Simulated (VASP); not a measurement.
# SiW (zincblende type) (F-43m) in VASP: notebook, part 2 of 2

VASP 6.6.1. The steps go on from the part before.

**3. Single point, PBE**

Contents of INCAR:

```
ALGO     = Normal         # electronic algorithm
EDIFF    = 1E-7           # SCF threshold, eV
ENCUT    = 520            # plane-wave cutoff, eV
GGA      = PE             # functional
ISIF     = 2              # what is computed and relaxed
ISMEAR   = -1             # smearing method
LASPH    = True           # aspherical terms in the spheres
LCHARG   = False          # write CHGCAR
LREAL    = False          # projectors in reciprocal space
LWAVE    = False          # write WAVECAR
NBANDS   = 16             # bands
NELM     = 80             # most SCF steps
PREC     = Accurate       # precision mode
SIGMA    = 0.1            # smearing width, eV
```

Contents of KPOINTS:

```
k-points
0
Gamma
  13 13 13
```

Contents of POSCAR:

```
SiW
1.0
    0.0000000000      2.3357848017      2.3357848017
    2.3357848017      0.0000000000      2.3357848017
    2.3357848017      2.3357848017      0.0000000000
W Si
1 1
Direct
    0.0000000000      0.0000000000      0.0000000000
    0.2500000000      0.2500000000      0.2500000000
```

Potentials or basis: VASP PAW PBE potentials, release 64 (W_sv, Si).

Launch:

```console
cat potpaw_PBE.64/W_sv/POTCAR potpaw_PBE.64/Si/POTCAR > POTCAR
mpirun -np 1 vasp_std > vasp.out
```

OUTCAR:

```text
EDIFF = 1E-7
   ENCUT = 520
   GGA = PE
   ISIF = 2
   ISMEAR = -1
   LASPH = True
   LREAL = False
   NELM = 80
   PREC = Accurate

 ion  position               nearest neighbor table
   1  0.000  0.000  0.000-   2 2.02   2 2.02   2 2.02   2 2.02
   2  0.250  0.250  0.250-   1 2.02   1 2.02   1 2.02   1 2.02

  LATTYP: Found a face centered cubic cell.
 ALAT       =     4.6715696034

  Lattice vectors:

 A1 = (   0.0000000000,   2.3357848017,   2.3357848017)
 A2 = (   2.3357848017,   0.0000000000,   2.3357848017)
 A3 = (   2.3357848017,   2.3357848017,   0.0000000000)

Analysis of symmetry for initial positions (statically):
=====================================================================
 Subroutine PRICEL returns:
 Original cell was already a primitive cell.

 Routine SETGRP: Setting up the symmetry group for a
 face centered cubic supercell.

 Subroutine GETGRP returns: Found 24 space group operations
 (whereof 24 operations were pure point group operations)
 out of a pool of 48 trial point group operations.

[... 154 lines left out ...]
 Free energy of the ion-electron system (eV)
  ---------------------------------------------------
  ext. energy  EPLUGINS =         0.00000000
  ---------------------------------------------------
  free energy    TOTEN  =        -9.45508942 eV

  energy without entropy =       -9.41291179  energy(sigma->0) =       -9.43400060

 E-fermi :  11.8423     XC(G=0): -12.9940

 val. band max:       11.8359228216   @ k =  -0.4615   0.2308   0.0000
 cond. band min:      11.8627273251   @ k =  -0.3846   0.4615   0.0769
 fundamental gap:      0.0268045035
 Fermi energy:        11.8422595407

 k-point     1 :       0.0000    0.0000    0.0000
  band No.  band energies     occupation
      1     -61.0418      2.00000
      2     -25.6299      2.00000
      3     -25.6299      2.00000
      4     -25.6299      2.00000
      5      -0.2340      2.00000
      6       7.6448      2.00000
[... 433 lines left out ...]
      3     -25.7186      2.00000
      4     -25.6973      2.00000
      5       3.1515      2.00000
      6       6.7240      2.00000
[... 8 lines left out ...]
     15      26.0834      0.00000
     16      26.3744      0.00000

 [... further k-points ...]
[... 5 lines left out ...]
  --------------------------------------------------------------------------------------
  -------------------------------------------------------------------------------------
  Total       25.8120901     25.8120901     25.8120901      0.0000000      0.0000000      0.0000000
  in kB     1622.5768476   1622.5768476   1622.5768476      0.0000000      0.0000000      0.0000000
  external PRESSURE =    1622.5768476 kB  Pullay stress =       0.0000000 kB

 VOLUME and BASIS-vectors are now :
 -----------------------------------------------------------------------------
  energy-cutoff  :      520.00
  volume of cell :       25.49
      direct lattice vectors                 reciprocal lattice vectors
     0.000000000  2.335784802  2.335784802    -0.214060816  0.214060816  0.214060816
     2.335784802  0.000000000  2.335784802     0.214060816 -0.214060816  0.214060816
     2.335784802  2.335784802  0.000000000     0.214060816  0.214060816 -0.214060816

 POSITION                                       TOTAL-FORCE (eV/Angst)
 -----------------------------------------------------------------------------------
      0.00000      0.00000      0.00000        -0.000000      0.000000     -0.000000
      1.16789      1.16789      1.16789         0.000000     -0.000000      0.000000
 -----------------------------------------------------------------------------------
    total drift:                               -0.000000     -0.000000     -0.000000

  FREE ENERGIE OF THE ION-ELECTRON SYSTEM (eV)
  ---------------------------------------------------
  free  energy   TOTEN  =        -9.4550894208 eV

  energy  without entropy=       -9.4129117855  energy(sigma->0) =       -9.43400060
```

Run time: 18 s. Hardware: 1 thread of Intel Xeon 6975P-C (Granite Rapids), shared host; peak memory 0.18 GiB.

What came out:

```
Free energy            : -9.4551 eV
Pressure               : 162.3 GPa
Band gap on the k mesh : zero (band 9 reaches 12.62 eV, above the bottom of band 10 at 11.08 eV)
```

Caveat: spin-orbit coupling is left out, which moves the levels of the heavy elements.

**4. Relaxation of cell and atoms, PBE, target pressure 160 GPa, at which the enthalpy is minimised**

This run uses another cell than the first one, of 11.68 Å³/atom, 0.915 times its volume.

Contents of INCAR:

```
SYSTEM = SiW
PREC     = Accurate       ! precision mode
ENCUT    = 600            ! plane-wave cutoff, eV
EDIFF    = 1E-6           ! SCF threshold, eV
ISMEAR   = -1             ! smearing method
SIGMA    = 0.1            ! smearing width, eV
LREAL    = .False.        ! projectors in reciprocal space
LASPH    = .True.         ! aspherical terms in the spheres
NELM     = 80             ! most SCF steps
ALGO     = Normal         ! electronic algorithm
ISIF     = 3              ! what is computed and relaxed
LWAVE    = .False.        ! write WAVECAR
LCHARG   = .False.        ! write CHGCAR
GGA      = PE             ! functional
IBRION   = 2              ! ionic algorithm
NSW      = 60             ! ionic steps
EDIFFG   = -0.005         ! ionic threshold
PSTRESS  = 1600.0
```

Contents of KPOINTS:

```
Automatic mesh
0
Gamma
  13 13 13
  0 0 0
```

Contents of POSCAR:

```
SiW
1.0
    0.0000000000      2.2691899065      2.2691899065
    2.2691899065      0.0000000000      2.2691899065
    2.2691899065      2.2691899065      0.0000000000
W Si
1 1
Direct
    0.0000000000      0.0000000000      0.0000000000
    0.2500000000      0.2500000000      0.2500000000
```

Potentials or basis: VASP PAW PBE potentials, release 64 (W_sv, Si).

Launch:

```console
cat potpaw_PBE.64/W_sv/POTCAR potpaw_PBE.64/Si/POTCAR > POTCAR
mpirun -np 1 vasp_std > vasp.out
```

OUTCAR:

```text
SYSTEM = SiW
   PREC = Accurate
   ENCUT = 600
   EDIFF = 1E-6
   ISMEAR = -1
   LREAL = .False.
   LASPH = .True.
   NELM = 80
   ISIF = 3
   GGA = PE
   IBRION = 2
   NSW = 60
   EDIFFG = -0.005
   PSTRESS = 1600.0

 ion  position               nearest neighbor table
   1  0.000  0.000  0.000-   2 1.97   2 1.97   2 1.97   2 1.97
   2  0.250  0.250  0.250-   1 1.97   1 1.97   1 1.97   1 1.97

  LATTYP: Found a face centered cubic cell.
 ALAT       =     4.5383798130

  Lattice vectors:

 A1 = (   0.0000000000,   2.2691899065,   2.2691899065)
 A2 = (   2.2691899065,   0.0000000000,   2.2691899065)
 A3 = (   2.2691899065,   2.2691899065,   0.0000000000)

Analysis of symmetry for initial positions (statically):
=====================================================================
 Subroutine PRICEL returns:
[... 680 lines left out ...]

 number of electron      18.0000001 magnetization

------------------------ aborting loop because EDIFF is reached ----------------------------------------
[... 71 lines left out ...]
--------------------------------------- Ionic step       19  -------------------------------------------

 number of electron      18.0000001 magnetization

 Free energy of the ion-electron system (eV)
  ---------------------------------------------------
  ext. energy  EPLUGINS =         0.00000000
  ---------------------------------------------------
  free energy    TOTEN  =        -9.55528025 eV

  energy without entropy =       -9.51306736  energy(sigma->0) =       -9.53417381

 E-fermi :  11.7834     XC(G=0): -12.9734

 val. band max:       11.7781075510   @ k =   0.3077   0.0769   0.0000
 cond. band min:      11.7946460313   @ k =  -0.3846   0.4615   0.0769
 fundamental gap:      0.0165384803
 Fermi energy:        11.7833617054

 k-point     1 :       0.0000    0.0000    0.0000
  band No.  band energies     occupation
      1     -61.1030      2.00000
      2     -25.6882      2.00000
      3     -25.6882      2.00000
      4     -25.6882      2.00000
      5      -0.2702      2.00000
      6       7.6021      2.00000
      7       7.6021      2.00000
      8       7.6021      2.00000
      9      11.2203      1.99285
     10      11.2203      1.99285
     11      20.3896      0.00000
     12      20.6547      0.00000
     13      20.6547      0.00000
[... 401 lines left out ...]
  energy  without entropy=       -9.5130673589  energy(sigma->0) =       -9.53417381

  enthalpy is  TOTEN    =        15.9972642536 eV   P V=       25.5525445076

 reached required accuracy - stopping structural energy minimisation
```

OSZICAR:

```text
N       E                     dE             d eps       ncg     rms          rms(c)
DAV:   1     0.134979423335E+03    0.13498E+03   -0.10563E+04  2184   0.166E+03
DAV:   2    -0.432168876769E+01   -0.13930E+03   -0.13513E+03  2459   0.396E+02
DAV:   3    -0.773117465417E+01   -0.34095E+01   -0.33676E+01  2567   0.569E+01
[... 105 lines left out ...]
DAV:   2    -0.955728745951E+01    0.13896E-04   -0.40724E-05  2349   0.725E-02    0.703E-03
DAV:   3    -0.955728674432E+01    0.71518E-06   -0.20007E-06  1667   0.158E-02
  18 F= 0.15997265E+02 E0= 0.16018372E+02  d E =-.172525E-04
       N       E                     dE             d eps       ncg     rms          rms(c)
DAV:   1    -0.955528117054E+01    0.20063E-02   -0.19491E-05  2429   0.669E-02    0.142E-02
DAV:   2    -0.955528025396E+01    0.91658E-06   -0.28139E-06  2034   0.191E-02
  19 F= 0.15997264E+02 E0= 0.16018371E+02  d E =-.175951E-04
```

It took 100 s on 1 thread of Intel Xeon 6975P-C (Granite Rapids), shared host; peak memory 0.19 GiB.

Results:

```yaml
Free_energy: -9.5553 eV
Relaxed_volume: 12.79 Å³/atom
Relaxed_cell: a = 3.308 Å, b = 3.308 Å, c = 3.308 Å, α = 60.00°, β = 60.00°, γ = 60.00°
Space_group_after_relaxing_to_0.05_Å: F-43m (No. 216)
Energy_change_on_relaxing_the_enthalpy_is_what_falls: -1300.8 meV/atom
Ionic_steps: 19
Pressure_after_relaxing: 160.0 GPa
Band_gap_on_the_k_mesh: zero (band 9 reaches 12.56 eV, above the bottom of band 10 at 11.03 eV)
```

The path:
```tsv
step	energy change (eV)	largest force (eV/Å)	pressure (GPa)	volume (Å³)
1	0.0000	0.0000	218.98	23.37
2	-8.4722	0.0000	7.08	41.14
3	-3.1971	0.0000	146.54	26.21
4	-2.6278	0.0000	159.44	25.61
5	-2.5816	0.0000	160.47	25.57
6	-2.5826	0.0000	160.46	25.57
7	-2.5856	0.0000	160.39	25.57
8	-2.5857	0.0000	160.37	25.57
9	-2.5857	0.0000	160.37	25.57
10	-2.5858	0.0000	160.37	25.57
11	-2.5860	0.0000	160.37	25.57
12	-2.5864	0.0000	160.36	25.57
13	-2.5872	0.0000	160.36	25.57
14	-2.5888	0.0000	160.34	25.57
15	-2.5920	0.0000	160.25	25.58
16	-2.5984	0.0000	160.13	25.58
17	-2.6112	0.0000	159.81	25.60
18	-2.6035	0.0000	159.92	25.59
19	-2.6015	0.0000	159.97	25.59
```

Final structure:
```xyz
2
Lattice="0.0000 2.3388 2.3388 2.3388 0.0000 2.3388 2.3388 2.3388 0.0000" Properties=species:S:1:pos:R:3 pbc="T T T"
W     0.0000    0.0000    0.0000
Si    1.1694    1.1694    1.1694
```

Levels at points of the mesh, in eV from the Fermi level:
```
           k point  band 6  band 7  band 8  band 9  band 10  band 11  band 12  band 13
(0.00, 0.00, 0.00)   -4.18   -4.18   -4.18   -0.56    -0.56     8.61     8.87     8.87
```

Caveat: the cell is relaxed towards a set pressure, so the enthalpy falls and the energy may rise; spin-orbit coupling is left out, which moves the levels of the heavy elements.

**5. Relaxation of cell and atoms, PBE, target pressure 160 GPa, at which the enthalpy is minimised**

Contents of INCAR:

```
SYSTEM = SiW
PREC = Accurate
ENCUT = 600
EDIFF = 1E-6
ISMEAR = -1
SIGMA = 0.1
LREAL = .False.
LASPH = .True.
NELM = 60
ALGO = Normal
ISIF = 3
LWAVE = .False.
LCHARG = .False.
GGA = PE
IBRION = 2
NSW = 32
EDIFFG = -0.005
PSTRESS = 1600.0
```

KPOINTS is that of step 4.

Contents of POSCAR:

```
SiW
1.0
    0.0000000000      2.3371222826      2.3371222826
    2.3371222826      0.0000000000      2.3371222826
    2.3371222826      2.3371222826      0.0000000000
W Si
1 1
Direct
    0.0000000000      0.0000000000      0.0000000000
    0.2500000000      0.2500000000      0.2500000000
```

Potentials or basis: VASP PAW PBE potentials, release 64 (W_sv, Si).

Launch:

```console
cat potpaw_PBE.64/W_sv/POTCAR potpaw_PBE.64/Si/POTCAR > POTCAR
mpirun -np 1 vasp_std > vasp.out
```

OUTCAR:

```text
SYSTEM = SiW
   PREC = Accurate
   ENCUT = 600
   EDIFF = 1E-6
   ISMEAR = -1
   LREAL = .False.
   LASPH = .True.
   NELM = 60
   ISIF = 3
   GGA = PE
   IBRION = 2
   NSW = 32
   EDIFFG = -0.005
   PSTRESS = 1600.0

 ion  position               nearest neighbor table
   1  0.000  0.000  0.000-   2 2.02   2 2.02   2 2.02   2 2.02
   2  0.250  0.250  0.250-   1 2.02   1 2.02   1 2.02   1 2.02

  LATTYP: Found a face centered cubic cell.
 ALAT       =     4.6742445652

  Lattice vectors:

 A1 = (   0.0000000000,   2.3371222826,   2.3371222826)
 A2 = (   2.3371222826,   0.0000000000,   2.3371222826)
 A3 = (   2.3371222826,   2.3371222826,   0.0000000000)

Analysis of symmetry for initial positions (statically):
=====================================================================
 Subroutine PRICEL returns:
 Original cell was already a primitive cell.

 Routine SETGRP: Setting up the symmetry group for a
 face centered cubic supercell.

 Subroutine GETGRP returns: Found 24 space group operations
 (whereof 24 operations were pure point group operations)
 out of a pool of 48 trial point group operations.

The static configuration has the point symmetry T_d .

Analysis of symmetry for dynamics (positions and initial velocities):
=====================================================================
[... 233 lines left out ...]

 number of electron      18.0000001 magnetization

 Free energy of the ion-electron system (eV)
  ---------------------------------------------------
  ext. energy  EPLUGINS =         0.00000000
  ---------------------------------------------------
  free energy    TOTEN  =        -9.55595401 eV

  energy without entropy =       -9.51373881  energy(sigma->0) =       -9.53484641

 E-fermi :  11.7831     XC(G=0): -12.9734

 val. band max:       11.7778346028   @ k =   0.3077   0.0769   0.0000
 cond. band min:      11.7944091129   @ k =  -0.3846   0.4615   0.0769
 fundamental gap:      0.0165745101
 Fermi energy:        11.7831099181

 k-point     1 :       0.0000    0.0000    0.0000
  band No.  band energies     occupation
      1     -61.1041      2.00000
      2     -25.6888      2.00000
      3     -25.6888      2.00000
      4     -25.6888      2.00000
      5      -0.2702      2.00000
      6       7.6018      2.00000
      7       7.6018      2.00000
      8       7.6018      2.00000
      9      11.2200      1.99285
     10      11.2200      1.99285
     11      20.3895      0.00000
     12      20.6545      0.00000
     13      20.6545      0.00000
[... 354 lines left out ...]
  band No.  band energies     occupation
      1     -61.0855      2.00000
      2     -26.0004      2.00000
      3     -25.7762      2.00000
      4     -25.7552      2.00000
      5       3.1023      2.00000
      6       6.6806      2.00000
      7       7.8631      2.00000
      8       8.5971      2.00000
      9      11.8596      0.63536
     10      12.7905      0.00008
     11      13.8571      0.00000
     12      18.4354      0.00000
     13      19.9483      0.00000

 [... further k-points ...]

------------------------ aborting loop because EDIFF is reached ----------------------------------------

  FORCE on cell =-STRESS in cart. coord.  units (eV):
  Direction    XX          YY          ZZ          XY          YZ          ZX
  --------------------------------------------------------------------------------------
  -------------------------------------------------------------------------------------
  Total       25.5583644     25.5583644     25.5583644      0.0000000      0.0000000      0.0000000
  in kB     1600.3568694   1600.3568694   1600.3568694      0.0000000      0.0000000      0.0000000
  external PRESSURE =       0.3568694 kB  Pullay stress =    1600.0000000 kB
[... 21 lines left out ...]
  energy  without entropy=       -9.5137388146  energy(sigma->0) =       -9.53484641

  enthalpy is  TOTEN    =        15.9967109909 eV   P V=       25.5526650024

 reached required accuracy - stopping structural energy minimisation
```

Wall time 35 s (1 thread of Intel Xeon 6975P-C (Granite Rapids), shared host); peak memory 0.18 GiB.

Results:

```
Free energy                                            : -9.5560 eV
Relaxed volume                                         : 12.79 Å³/atom
Relaxed cell                                           : a = 3.308 Å, b = 3.308 Å, c = 3.308 Å, α = 60.00°, β = 60.00°, γ = 60.00°
Space group after relaxing (to 0.05 Å)                 : F-43m (No. 216)
Energy change on relaxing (the enthalpy is what falls) : -28.1 meV/atom
Ionic steps                                            : 3
Pressure after relaxing                                : 160.0 GPa
Band gap on the k mesh                                 : zero (band 9 reaches 12.56 eV, above the bottom of band 10 at 11.03 eV)
```

The path:
| step | energy change (eV) | largest force (eV/Å) | pressure (GPa) | volume (Å³) |
| --- | --- | --- | --- | --- |
| 1 | 0.0000 | 0.0000 | 161.26 | 25.53 |
| 2 | -0.3644 | 0.0000 | 153.09 | 25.90 |
| 3 | -0.0562 | 0.0000 | 160.04 | 25.59 |

Final structure:
```yaml
crystal:
  lattice:
    - [0.00000, 2.33883, 2.33883]
    - [2.33883, 0.00000, 2.33883]
    - [2.33883, 2.33883, 0.00000]
  atoms:
    - { symbol: W, position: [0.00000, 0.00000, 0.00000] }
    - { symbol: Si, position: [0.25000, 0.25000, 0.25000] }
```

Levels at points of the mesh, in eV from the Fermi level:
```
           k point  band 7  band 8  band 9  band 10  band 11  band 12
(0.00, 0.00, 0.00)   -4.18   -4.18   -0.56    -0.56     8.61     8.87
```

Caveat: the cell is relaxed towards a set pressure, so the enthalpy falls and the energy may rise; spin-orbit coupling is left out, which moves the levels of the heavy elements.

**6. Summary**

| task | cell | cutoff (eV) | gap on the mesh (eV) | pressure (GPa) |
| --- | --- | --- | --- | --- |
| single point | a = 3.305 Å, angles 60.0°, 2 atoms | 520 | none | 161.3 |
| single point | a = 3.303 Å, angles 60.0°, 2 atoms | 520 | none | 162.3 |
| relaxation of cell and atoms | relaxed to 160 GPa from a = 3.209 Å, angles 60.0°, 2 atoms | 600 | none | 160.0 |
| relaxation of cell and atoms | relaxed to 160 GPa from a = 3.305 Å, angles 60.0°, 2 atoms | 600 | none | 160.0 |

Alike in all rows: level PBE; potentials or basis VASP PAW PBE potentials, release 64 (W_sv, Si); no spin polarisation; k mesh 13 × 13 × 13; smearing fermi-dirac 0.1 eV.

Caveats: spin-orbit coupling is left out, which moves the levels of the heavy elements; the cell is relaxed towards a set pressure, so the enthalpy falls and the energy may rise (some runs).

Absolute energies hang on the potentials; compare differences alone.
